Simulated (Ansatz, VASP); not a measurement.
## Ti: VASP beside Ansatz

```
Ti
1.0
    -2.52055    2.52055    1.37501
     2.52055   -2.52055    1.37501
     2.52055    2.52055   -1.37501
Ti
2
Direct
  0.00000 0.00000 0.00000
  0.75000 0.25000 0.50000
```

Alike in both runs: task relaxation of cell and atoms; functional PBEsol; k mesh 8 × 8 × 8; occupations gaussian, width 0.1 eV; no spin polarisation.

```csv
,VASP,Ansatz
version,VASP 6.6.1,Ansatz 0.2.0
potentials or method,"VASP PAW PBE potentials, release 64 (Ti_sv), cutoff 600 eV","scalar-relativistic, plane waves, PAW"
valence electrons in the cell,24,24
```

Ansatz gave:

| Quantity | Value |
| --- | --- |
| gap on the k mesh at the Fermi level, each at its own relaxed structure (eV) | none |
| relaxed volume (Å³/atom) | 16.64 |
| relaxed length of the cell vector where the two differ most in proportion (Å) | 3.730 |

**Question.** What did VASP give for the same quantities?

**Answer.** gap on the k mesh at the Fermi level, each at its own relaxed structure (eV): none; relaxed volume (Å³/atom): 16.60; relaxed length of the cell vector where the two differ most in proportion (Å): 3.727.

VASP's potentials were made for PBE, not for PBEsol. A gap of «none» marks a metal or a gap that the smearing closes.
